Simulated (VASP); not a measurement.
Runs of VASP 6.6.1 on Ge. Symmetry: Fd-3m, No. 227, cubic system. Conventional cell: a = 5.658 Å, b = 5.658 Å, c = 5.658 Å, α = 90.00°, β = 90.00°, γ = 90.00°. Ge (site symmetry -43m) has 4 Ge at 2.45 Å within 3.2 Å. 

```tsv
task	level	potentials or basis	gap on the mesh (eV)	pressure (GPa)
electric field gradients	r2SCAN	VASP PAW PBE potentials, release 64 (Ge_d)	0.41	0.7
single point	PBE	VASP PAW PBE potentials, release 64 (Ge_d)	-	3.6
electric field gradients	PBE	VASP PAW PBE potentials, release 64 (Ge_d)	-	3.6
electric field gradients	LDA	VASP PAW LDA potentials, release 64 (Ge_d)	none	(a)
```

Alike in all rows: no spin polarisation; cell as given; k mesh 11 × 11 × 11; cutoff (eV) 520; smearing fermi-dirac 0.05 eV.

**Question.** Estimate the missing entries.

**Answer.** (a) -1.2.

Caveats: the cell stands under pressure (at least some runs); the PAW data sets were made with another functional, which shifts forces and pressure a little (at least some runs); an odd mesh through Γ misses points on the zone boundary, where band edges can lie (at least some runs); semilocal functionals underestimate gaps, so a narrow gap can read as zero (at least some runs).

A k mesh can miss the band edges, and the runs leave out spin-orbit coupling on Ge.

A gap of «none» marks levels without a gap at the run's occupations.
